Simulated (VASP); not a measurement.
# Ga2SnO4 (R-3m) in VASP: single point with PBE

Aim: the single point of Ga2SnO4 with PBE.

All numbers are computed with VASP 6.6.1; they aren't measurements. Logs are shortened: lines on timing, memory, paths and dates and some standing lists are left out, and cuts for length are marked.

## Step 1: The cell of the first run

The structure is trigonal, space group R-3m (No. 166). The conventional cell has a = 3.520 Å, b = 3.520 Å, c = 26.604 Å, α = 90.00°, β = 90.00°, γ = 120.00°. Ga (site symmetry 3m) has 5 O at 1.81 to 2.07 Å within 2.4 Å. Within 3.3 Å of Sn (site symmetry -3m) lie 6 O at 2.48 Å. Within 2.7 Å of O (site symmetry 3m) lie 4 Ga at 2.03 to 2.07 Å and 3 O at 2.61 Å. O (site symmetry 3m) has 1 Ga at 1.81 Å and 3 Sn at 2.48 Å within 2.5 Å.

## Step 2: Single point, PBE

File INCAR:

```
SYSTEM = Ga2SnO4
PREC = Accurate
ENCUT = 520
EDIFF = 1E-7
ISMEAR = 0
SIGMA = 0.1
LREAL = .False.
LASPH = .True.
NELM = 60
ALGO = Normal
ISIF = 2
LWAVE = .False.
LCHARG = .False.
GGA = PE
NBANDS = 41
```

File KPOINTS:

```
regular mesh
0
Gamma
  12 12 12
  0 0 0
```

File POSCAR:

```
Ga2SnO4
1.0
    1.7598841392      1.0160695815      8.8679167586
   -1.7598841392      1.0160695815      8.8679167586
    0.0000000000     -2.0321391631      8.8679167586
Ga Sn O
2 1 4
Direct
    0.7879795166      0.7879795166      0.7879795166
    0.2120204834      0.2120204834      0.2120204834
    0.0000000000      0.0000000000      0.0000000000
    0.1357474454      0.1357474454      0.1357474454
    0.7199969008      0.7199969008      0.7199969008
    0.8642525546      0.8642525546      0.8642525546
    0.2800030992      0.2800030992      0.2800030992
```

Potentials or basis: VASP PAW PBE potentials, release 64 (Ga_d, Sn_d, O).

The run is started by

```sh
cat potpaw_PBE.64/Ga_d/POTCAR potpaw_PBE.64/Sn_d/POTCAR potpaw_PBE.64/O/POTCAR > POTCAR
mpirun -np 1 vasp_std > vasp.out
```

OUTCAR:

```text
SYSTEM = Ga2SnO4
   PREC = Accurate
   ENCUT = 520
   EDIFF = 1E-7
   ISMEAR = 0
   LREAL = .False.
   LASPH = .True.
   NELM = 60
   ISIF = 2
   GGA = PE

 ion  position               nearest neighbor table
   1  0.788  0.788  0.788-   5 1.81   6 2.03   4 2.07   4 2.07   4 2.07
   2  0.212  0.212  0.212-   7 1.81   4 2.03   6 2.07   6 2.07   6 2.07
   3  0.000  0.000  0.000-   5 2.48   5 2.48   7 2.48   7 2.48   5 2.48   7 2.48
   4  0.136  0.136  0.136-   2 2.03   1 2.07   1 2.07   1 2.07
   5  0.720  0.720  0.720-   1 1.81   3 2.48   3 2.48   3 2.48
   6  0.864  0.864  0.864-   1 2.03   2 2.07   2 2.07   2 2.07
   7  0.280  0.280  0.280-   2 1.81   3 2.48   3 2.48   3 2.48

  LATTYP: Found a trigonal (rhomboedric) cell.
 ALAT       =     9.0977764984
 COS(alpha) =     0.9251610608

  Lattice vectors:

 A1 = (   1.7598841392,   1.0160695815,   8.8679167586)
 A2 = (  -1.7598841392,   1.0160695815,   8.8679167586)
 A3 = (   0.0000000000,  -2.0321391631,   8.8679167586)

Analysis of symmetry for initial positions (statically):
=====================================================================
 Subroutine PRICEL returns:
 Original cell was already a primitive cell.

 Routine SETGRP: Setting up the symmetry group for a
 trigonal (rhombohedral) supercell.

 Subroutine GETGRP returns: Found 12 space group operations
 (whereof 12 operations were pure point group operations)
 out of a pool of 12 trial point group operations.

The static configuration has the point symmetry D_3d.

Analysis of symmetry for dynamics (positions and initial velocities):
=====================================================================
 Subroutine PRICEL returns:
 Original cell was already a primitive cell.

 Routine SETGRP: Setting up the symmetry group for a
 trigonal (rhombohedral) supercell.

 Subroutine GETGRP returns: Found 12 space group operations
 (whereof 12 operations were pure point group operations)
 out of a pool of 12 trial point group operations.

The dynamic configuration has the point symmetry D_3d.

 Subroutine INISYM returns: Found 12 space group operations
 (whereof 12 operations are pure point group operations),
 and found     1 'primitive' translations

----------------------------------------------------------------------------------------

                                     Primitive cell

  volume of cell :      95.1438

  direct lattice vectors                    reciprocal lattice vectors
     1.759884139  1.016069582  8.867916759     0.284109612  0.164030761  0.037588685
    -1.759884139  1.016069582  8.867916759    -0.284109612  0.164030761  0.037588685
     0.000000000 -2.032139163  8.867916759     0.000000000 -0.328061522  0.037588685

  length of vectors
     9.097776498  9.097776498  9.097776498     0.330207922  0.330207922  0.330207922

  position of ions in fractional coordinates (direct lattice)
     0.787979517  0.787979517  0.787979517
     0.212020483  0.212020483  0.212020483
     0.000000000  0.000000000  0.000000000
     0.135747445  0.135747445  0.135747445
     0.719996901  0.719996901  0.719996901
     0.864252555  0.864252555  0.864252555
     0.280003099  0.280003099  0.280003099

  ion indices of the primitive-cell ions
   primitive index   ion index
                 1           1
                 2           2
                 3           3
                 4           4
                 5           5
                 6           6
                 7           7

----------------------------------------------------------------------------------------

 KPOINTS: regular mesh

Automatic generation of k-mesh.
 Grid dimensions read from file:
 generate k-points for:   12   12   12

 Generating k-lattice:

  Cartesian coordinates                     Fractional coordinates (reciprocal lattice)
     0.023675801  0.013669230  0.003132390     0.083333333 -0.000000000  0.000000000
    -0.023675801  0.013669230  0.003132390    -0.000000000  0.083333333  0.000000000
     0.000000000 -0.027338460  0.003132390     0.000000000  0.000000000  0.083333333

  Length of vectors
     0.027517327  0.027517327  0.027517327

  Shift w.r.t. Gamma in fractional coordinates (k-lattice)
     0.000000000  0.000000000  0.000000000

 Subroutine IBZKPT returns following result:
 ===========================================

 Found    189 irreducible k-points:

 Following reciprocal coordinates:
            Coordinates               Weight
  0.000000  0.000000  0.000000      1.000000
  0.083333  0.000000 -0.000000      6.000000
  0.166667  0.000000 -0.000000      6.000000
  0.250000  0.000000 -0.000000      6.000000
  0.333333  0.000000 -0.000000      6.000000
  0.416667  0.000000 -0.000000      6.000000
[... 16 lines left out ...]
  0.500000  0.166667 -0.000000     12.000000
 -0.416667  0.166667  0.000000     12.000000
 [... further k-points ...]
   k-points           NKPTS =    189   k-points in BZ     NKDIM =    189   number of bands    NBANDS=     41
   number of dos      NEDOS =    301   number of ions     NIONS =      7
   total plane-waves  NPLWV = 343000
   dimension x,y,z NGX =    70 NGY =   70 NGZ =   70
   dimension x,y,z NGXF=   140 NGYF=  140 NGZF=  140
   ions per type =               2   1   4
   NGX,Y,Z   is equivalent  to a cutoff of  12.79, 12.79, 12.79 a.u.
   NGXF,Y,Z  is equivalent  to a cutoff of  25.58, 25.58, 25.58 a.u.
 SYSTEM =  Ga2SnO4
   PREC   = accura    normal or accurate (medium, high low for compatibility)
   ISTART =      0    job   : 0-new  1-cont  2-samecut
   ICHARG =      2    charge: 1-file 2-atom 10-const
   ISPIN  =      1    spin polarized calculation?
   LNONCOLLINEAR =      F non collinear calculations
   LSORBIT =      F    spin-orbit coupling
   LASPH  =      T    aspherical Exc in radial PAW
   ENCUT  =  520.0 eV  38.22 Ry    6.18 a.u.  16.92 16.92 16.92*2*pi/ulx,y,z
   NELM   =     60;   NELMIN=  2; NELMDL= -5     # of ELM steps
   EDIFF  = 0.1E-06   stopping-criterion for ELM
   LREAL  =      F    real-space projection
   EDIFFG = 0.1E-05   stopping-criterion for IOM
   NSW    =      0    number of steps for IOM
   IBRION =     -1    ionic relax: 0-MD 1-quasi-New 2-CG
   NFREE  =      0    steps in history (QN), initial steepest desc. (CG)
   ISIF   =      2    stress and relaxation
   ISYM   =      2    0-nonsym 1-usesym 2-fastsym
   POTIM  = 0.5000    time-step for ionic-motion
   TEBEG  =    0.0;   TEEND  =   0.0 temperature during run
   PSTRESS=    0.0 pullay stress
   NELECT =      64.0000    total number of electrons
   NUPDOWN=      -1.0000    fix difference up-down
   EMIN   =  10.00;   EMAX   =-10.00  energy-range for DOS
   EFERMI =   0.00;   METHOD = LEGACY
   ISMEAR =     0;   SIGMA  =   0.10  broadening in eV -4-tet -1-fermi 0-gaus
   EFERMI_NEDOS =   21; number of points for ismear=-14 and -15
   IALGO  =     38    algorithm
   IMIX   =      4    mixing-type and parameters
     AMIX     =   0.40;   BMIX     =  1.00
     AMIX_MAG =   1.60;   BMIX_MAG =  1.00
  volume/ion in A,a.u.               =      13.59        91.72
  Fermi-wavevector in a.u.,A,eV,Ry     =   1.434415  2.710651 27.994602  2.057545
  Thomas-Fermi vector in A             =   2.553826
   LORBIT       =      0    0 simple, 1 ext, 2 COOP (PROOUT), +10 PAW based schemes
   GGA     = PE    functional components
   LHFCALC =     F    Hartree Fock is set to
   AEXX    =    0.0000 exact exchange contribution
   IVDW    =     0    specifies the selected vdW correction
   LEPSILON=     F    determine dielectric tensor
   LRPA    =     F    only Hartree local field effects (RPA)
 non-spin polarized calculation
 Gauss-broadening in eV      SIGMA  =   0.10
  energy-cutoff  :      520.00
  volume of cell :       95.14
 maximum number of plane-waves:      2604
 NGX is ok and might be reduce to    70
   NGX = 33   NGY = 33   NGZ = 33

 number of electron      64.0000017 magnetization

 Free energy of the ion-electron system (eV)
  ---------------------------------------------------
  ext. energy  EPLUGINS =         0.00000000
  ---------------------------------------------------
  free energy    TOTEN  =       -39.55538486 eV

  energy without entropy =      -39.55210661  energy(sigma->0) =      -39.55374574

 E-fermi :   5.9860     XC(G=0): -10.6194

 val. band max:        5.9780683049   @ k =  -0.3333   0.3333   0.0000
 cond. band min:       6.0934236114   @ k =   0.3333   0.3333   0.2500
 fundamental gap:      0.1153553064
 Fermi energy:         5.9859581171

 k-point     1 :       0.0000    0.0000    0.0000
  band No.  band energies     occupation
      1     -15.2694      2.00000
      2     -15.2443      2.00000
      3     -15.2443      2.00000
      4     -15.2139      2.00000
      5     -15.1459      2.00000
      6     -15.1459      2.00000
[... 33 lines left out ...]
     40      13.7006      0.00000
     41      13.7225      0.00000

 k-point     2 :       0.0833    0.0000   -0.0000
  band No.  band energies     occupation
      1     -15.2490      2.00000
      2     -15.2417      2.00000
      3     -15.2377      2.00000
      4     -15.2002      2.00000
      5     -15.1572      2.00000
      6     -15.1469      2.00000
[... 33 lines left out ...]
     40      13.2109      0.00000
     41      13.7909      0.00000

 k-point     3 :       0.1667    0.0000   -0.0000
  band No.  band energies     occupation
      1     -15.2670      2.00000
      2     -15.2198      2.00000
      3     -15.2117      2.00000
      4     -15.1842      2.00000
      5     -15.1496      2.00000
      6     -15.1103      2.00000
[... 875 lines left out ...]
      2     -15.2234      2.00000
      3     -15.1933      2.00000
      4     -15.1749      2.00000
      5     -15.1513      2.00000
      6     -14.5200      2.00000
[... 33 lines left out ...]
     40      13.3578      0.00000
     41      13.6153      0.00000

 k-point    24 :      -0.4167    0.1667    0.0000
  band No.  band energies     occupation
      1     -15.3494      2.00000
      2     -15.2249      2.00000
      3     -15.1947      2.00000
      4     -15.1664      2.00000
      5     -15.1540      2.00000
      6     -14.4365      2.00000
[... 33 lines left out ...]
     40      13.2895      0.00000
     41      13.7312      0.00000

 [... further k-points ...]

------------------------ aborting loop because EDIFF is reached ----------------------------------------

  FORCE on cell =-STRESS in cart. coord.  units (eV):
  Direction    XX          YY          ZZ          XY          YZ          ZX
  --------------------------------------------------------------------------------------
  -------------------------------------------------------------------------------------
  Total        0.1881472      0.1881472      0.3240135      0.0000000     -0.0000000      0.0000000
  in kB        3.1683115      3.1683115      5.4562371      0.0000000     -0.0000000      0.0000000
  external PRESSURE =       3.9309534 kB  Pullay stress =       0.0000000 kB

 VOLUME and BASIS-vectors are now :
 -----------------------------------------------------------------------------
  energy-cutoff  :      520.00
  volume of cell :       95.14
      direct lattice vectors                 reciprocal lattice vectors
     1.759884139  1.016069582  8.867916759     0.284109612  0.164030761  0.037588685
    -1.759884139  1.016069582  8.867916759    -0.284109612  0.164030761  0.037588685
     0.000000000 -2.032139163  8.867916759     0.000000000 -0.328061522  0.037588685

 POSITION                                       TOTAL-FORCE (eV/Angst)
 -----------------------------------------------------------------------------------
      0.00000     -0.00000     20.96321         0.000000      0.000000     -0.035345
      0.00000     -0.00000      5.64054         0.000000     -0.000000      0.035345
      0.00000      0.00000      0.00000         0.000000      0.000000     -0.000000
      0.00000     -0.00000      3.61139         0.000000      0.000000     -0.006269
      0.00000     -0.00000     19.15462         0.000000      0.000000     -0.043975
      0.00000     -0.00000     22.99236         0.000000     -0.000000      0.006269
      0.00000     -0.00000      7.44913         0.000000     -0.000000      0.043975
 -----------------------------------------------------------------------------------
    total drift:                               -0.000000      0.000000      0.000000

  FREE ENERGIE OF THE ION-ELECTRON SYSTEM (eV)
  ---------------------------------------------------
  free  energy   TOTEN  =       -39.5553848608 eV

  energy  without entropy=      -39.5521066119  energy(sigma->0) =      -39.55374574
```

Run time: 45 min. Hardware: 1 thread of Intel Xeon 6975P-C (Granite Rapids), shared host; peak memory 1.1 GiB.

What came out:

```
Free energy            : -39.5554 eV
Pressure               : 0.4 GPa
Largest force          : 0.044 eV/Å
Band gap on the k mesh : zero (bands 32 and 33 overlap by 0.46 eV)
```

Forces in eV/Å, atoms in the order of the input:
```
Ga   0.000  0.000 -0.035
Ga   0.000  0.000  0.035
Sn   0.000  0.000  0.000
O    0.000  0.000 -0.006
O    0.000  0.000 -0.044
O    0.000  0.000  0.006
O    0.000  0.000  0.044
```

Stress tensor (GPa, compression positive):
```
0.32 0.00 0.00
0.00 0.32 0.00
0.00 0.00 0.55
```

Levels at points of the mesh, in eV from the Fermi level:
```csv
k point,band 29,band 30,band 31,band 32,band 33,band 34,band 35,band 36
"(0.00, 0.00, 0.00)",-2.85,-2.85,-2.69,-2.69,0.71,1.56,2.24,5.95
"(0.50, 0.00, 0.00)",-3.43,-3.27,-2.76,-0.57,1.44,2.85,3.13,4.58
"(0.50, 0.50, 0.00)",-3.78,-3.50,-2.72,-0.45,1.38,2.78,3.23,4.47
"(0.50, 0.50, 0.50)",-2.82,-2.72,-2.72,-1.86,-0.47,2.00,2.50,6.18
```

Caveat: semilocal functionals underestimate gaps, and a narrow one can read as zero; spin-orbit coupling is left out, which moves the levels of the heavy elements.

The gap in the log of VASP goes by the Fermi energy; the results here count the filled bands.